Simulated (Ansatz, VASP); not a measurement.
# NbIn2P3: VASP beside Ansatz

```
CELL_PARAMETERS angstrom
3.80635 0.00000 0.00000
0.00000 3.80635 0.00000
0.00000 0.00000 8.47688
ATOMIC_POSITIONS crystal
Nb 0.00000 0.00000 0.31122
In 0.00000 0.50000 0.57153
In 0.50000 0.00000 0.57153
P 0.00000 0.50000 0.14333
P 0.50000 0.00000 0.14333
P 0.50000 0.50000 0.51411
```

Alike in both runs: task relaxation of cell and atoms; functional PBE; k mesh 4 × 4 × 2; occupations gaussian, width 0.1 eV; no spin polarisation.

```csv
,VASP,Ansatz
version,VASP 6.6.1,Ansatz 0.2.0
potentials or method,"VASP PAW PBE potentials, release 64 (Nb_sv, In_d, P), cutoff 600 eV","scalar-relativistic, plane waves, PAW"
valence electrons in the cell,54,54
```

VASP gave:

| Item | Value |
| --- | --- |
| gap on the k mesh at the Fermi level, each at its own relaxed structure (eV) | none |
| relaxed volume (Å³/atom) | 20.16 |
| relaxed length of the cell vector where the two differ most in proportion (Å) | 3.822 |

Task: Estimate Ansatz's values.

Result: gap on the k mesh at the Fermi level, each at its own relaxed structure (eV): none; relaxed volume (Å³/atom): 20.24; relaxed length of the cell vector where the two differ most in proportion (Å): 3.828.

A gap of «none» marks a metal or a gap that the smearing closes.

The k mesh is coarse, so the values compare programs but aren't converged.
